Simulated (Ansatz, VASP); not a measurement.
Two plane-wave programs on CaS

```
CELL_PARAMETERS angstrom
0.00000 2.84300 2.84300
2.84300 0.00000 2.84300
2.84300 2.84300 0.00000
ATOMIC_POSITIONS crystal
Ca 0.00000 0.00000 0.00000
S 0.50000 0.50000 0.50000
```

Alike in both runs: task single point; functional RPBE; k mesh 4 × 4 × 4; no spin polarisation.

|  | VASP | Ansatz |
| --- | --- | --- |
| version | VASP 6.6.1 | Ansatz 0.2.0 |
| potentials or method | VASP PAW PBE potentials, release 64 (Ca_sv, S), cutoff 500 eV | plane waves, PAW |
| occupations | gaussian, width 0.01 eV | fixed |
| valence electrons in the cell | 16 | 16 |

```tsv
	VASP	Ansatz	Ansatz less VASP
gap on the k mesh at the Fermi level (eV)	2.46	2.47	+0.008
```

VASP's potentials were made for PBE, not for RPBE.

The k mesh is coarse, so the values compare programs but aren't converged.
